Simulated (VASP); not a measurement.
Input of a VASP 6.6.1 run:

INCAR

```
SYSTEM = Ir
PREC = Accurate ; ENCUT = 520
EDIFF = 1E-7 ; ISMEAR = 0
SIGMA = 0.15 ; LREAL = .FALSE.
LASPH = .TRUE. ; NELM = 100
ALGO = Normal ; ISIF = 2
LWAVE = .FALSE. ; LCHARG = .FALSE.
NBANDS = 10
```

Contents of KPOINTS:

```
regular mesh
0
G
  8 8 8
  0 0 0
```

File POSCAR:

```
Ir
1.0
    0.0000000000      1.9197000000      1.9772910000
    1.9197000000      0.0000000000      1.9772910000
    1.9197000000      1.9197000000      0.0000000000
Ir
1
Direct
    0.0000000000      0.0000000000      0.0000000000
```

Potentials or basis: VASP PAW LDA potentials, release 64 (Ir).

Command:

```bash
$ cat potpaw_LDA.64/Ir/POTCAR > POTCAR
$ mpirun -np 1 vasp_std > vasp.out
```

Question: What does it give for the pressure?

Answer: -14.8 GPa.

Stress tensor (GPa, compression positive):
```
-11.54   0.00   0.00
  0.00 -11.54   0.00
  0.00   0.00 -21.21
```

Caveat: the cell differs from its parent crystal (strain +0.0300 x Voigt [0, 0, 1, 0, 0, 0]).
